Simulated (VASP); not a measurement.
Write the native input for VASP 6.6.1 that does the following.

| Quantity | Value |
| --- | --- |
| Task | single point |
| Functional | r2SCAN |
| Potentials or basis | VASP PAW PBE potentials, release 64 (B, As) |
| Cutoff | 520 eV |
| k mesh | 8 × 8 × 8 |
| Occupations | gaussian, width 0.01 eV |
| Spin | no spin polarisation |
| Dipole correction | no |
| Further INCAR settings | ALGO = Normal; EDIFF = 1e-07; NBANDS = 11 |

Crystal: BAs.

```xyz
2
Lattice="0.0000 2.3430 2.3430 2.3430 0.0000 2.3430 2.3430 2.3430 0.0000" Properties=species:S:1:pos:R:3 pbc="T T T"
B     0.0000    0.0000    0.0000
As    1.1715    1.1715    1.1715
```

This cell differs from its parent crystal: volume changed by -6%.

One way to write it, as run:

POSCAR

```
BAs
1.0
    0.0000000000      2.3430425310      2.3430425310
    2.3430425310      0.0000000000      2.3430425310
    2.3430425310      2.3430425310      0.0000000000
B As
1 1
Direct
    0.0000000000      0.0000000000      0.0000000000
    0.2500000000      0.2500000000      0.2500000000
```

INCAR.step1

```
PREC = Accurate
ENCUT = 520
ISMEAR = 0
SIGMA = 0.01
LREAL = False
LASPH = True
NELM = 60
NBANDS = 11
GGA = PE
ALGO = Normal
EDIFF = 1E-4
LWAVE = True
LCHARG = False
```

INCAR.step2

```
PREC = Accurate
ENCUT = 520
EDIFF = 1E-7
ISMEAR = 0
SIGMA = 0.01
LREAL = False
LASPH = True
NELM = 60
ALGO = Normal
ISIF = 2
LWAVE = False
LCHARG = False
METAGGA = R2SCAN
LMIXTAU = True
NBANDS = 11
ISTART = 1
```

KPOINTS

```
regular mesh
0
Gamma
  8 8 8
```

Potentials or basis: VASP PAW PBE potentials, release 64 (B, As).

Launch:

```bash
$ cat potpaw_PBE.64/B/POTCAR potpaw_PBE.64/As/POTCAR > POTCAR
$ cp INCAR.step1 INCAR
$ mpirun -np 1 vasp_std > vasp.out
$ cp INCAR.step2 INCAR
$ mpirun -np 1 vasp_std > vasp.out
```

Results of the run:

```
Pressure               : 10.3 GPa
Band gap on the k mesh : 1.32 eV, indirect (least direct gap 3.51 eV)
```

Caveat: the PAW data sets were made with another functional, which shifts forces and pressure a little.

Run time: 100 s on 1 thread of AMD EPYC 7571, on a shared host, peak memory 0.13 GiB.
